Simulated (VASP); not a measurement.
A run of VASP 6.6.1 is set up as follows.

Contents of INCAR:

```
SYSTEM = Ag
  PREC = Accurate
  ENCUT = 600
  EDIFF = 1E-8
  ISMEAR = -1
  SIGMA = 0.05
  LREAL = .FALSE.
  LASPH = .TRUE.
  NELM = 60
  ALGO = Normal
  ISIF = 3
  LWAVE = .FALSE.
  LCHARG = .FALSE.
  NBANDS = 12
  IBRION = 6
  NFREE = 2
  POTIM = 0.015
  NSW = 1
```

File KPOINTS:

```
regular mesh
0
G
  8 8 8
  0 0 0
```

Contents of POSCAR:

```
Ag
1.0
    0.0000000000      2.0427500000      2.0427500000
    2.0427500000      0.0000000000      2.0427500000
    2.0427500000      2.0427500000      0.0000000000
Ag
1
Direct
    0.0000000000      0.0000000000      0.0000000000
```

Potentials or basis: VASP PAW LDA potentials, release 64 (Ag).

Run with:

```console
$ cat potpaw_LDA.64/Ag/POTCAR > POTCAR
$ mpirun -np 1 vasp_std > vasp.out
```

Problem. Estimate the elastic constants C11, C12, C44.

Solution. 117, 100, 25 GPa.

Problem. Predict the Voigt bulk modulus.

Solution. 105 GPa.

Clamped-ion elastic tensor (GPa):
```
117 100 100   0   0   0
100 117 100   0   0   0
100 100 117   0   0   0
  0   0   0  25   0   0
  0   0   0   0  25   0
  0   0   0   0   0  25
```

Caveat: the cell is under stress, which shifts elastic constants.
